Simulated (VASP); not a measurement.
Write the native input for VASP 6.6.1 that does the following.

- Task: relaxation of cell and atoms
- Functional: PBE
- Potentials or basis: VASP PAW PBE potentials, release 64 (P, W_sv)
- Cutoff: 600 eV
- k mesh: 6 × 6 × 10
- Occupations: gaussian, width 0.1 eV
- Spin: no spin polarisation
- Dipole correction: no
- Further INCAR settings: ALGO = Normal; EDIFF = 1e-07; IBRION = 2; EDIFFG = -0.01; NSW = 100; ISIF = 3

The structure of PW2 lies in POSCAR:

```
PW2
1.0
    5.5692572799      0.0000000000      0.0000000000
    0.0000000000      5.5692572799      0.0000000000
    0.0000000000      0.0000000000      3.3118803483
P W
2 4
Direct
    0.0000000000      0.0000000000      0.0000000000
    0.5000000000      0.5000000000      0.5000000000
    0.2948898093      0.2948898093      0.0000000000
    0.2051101907      0.7948898093      0.5000000000
    0.7051101907      0.7051101907      0.0000000000
    0.7948898093      0.2051101907      0.5000000000
```

The input as run:

INCAR

```
SYSTEM = PW2
PREC     = Accurate       ! precision mode
ENCUT    = 600            ! plane-wave cutoff, eV
EDIFF    = 1E-7           ! SCF threshold, eV
ISMEAR   = 0              ! smearing method
SIGMA    = 0.1            ! smearing width, eV
LREAL    = .FALSE.        ! projectors in reciprocal space
LASPH    = .TRUE.         ! aspherical terms in the spheres
NELM     = 80             ! most SCF steps
ALGO     = Normal         ! electronic algorithm
ISIF     = 3              ! what is computed and relaxed
LWAVE    = .FALSE.        ! write WAVECAR
LCHARG   = .FALSE.        ! write CHGCAR
GGA      = PE             ! functional
IBRION   = 2              ! ionic algorithm
NSW      = 100            ! ionic steps
EDIFFG   = -0.01          ! ionic threshold
```

KPOINTS

```
Automatic mesh
0
G
  6 6 10
  0 0 0
```

Potentials or basis: VASP PAW PBE potentials, release 64 (P, W_sv).

Command:

```bash
$ cat potpaw_PBE.64/P/POTCAR potpaw_PBE.64/W_sv/POTCAR > POTCAR
$ mpirun -np 1 vasp_std > vasp.out
```

It gave:

The energy gained by relaxing is 0.1 meV/atom and the ionic steps are 5. The pressure after relaxing is 0.0 GPa. The largest force after relaxing is 0.008 eV/Å and the band gap on the k mesh is zero (bands 33 and 34 overlap by 1.35 eV).

Caveat: spin-orbit coupling is left out, which moves the levels of the heavy elements.

Run time: 9.8 min on 1 thread of Intel(R) Xeon(R) 6975P-C (Granite Rapids), with other jobs on the host, peak memory 0.39 GiB.
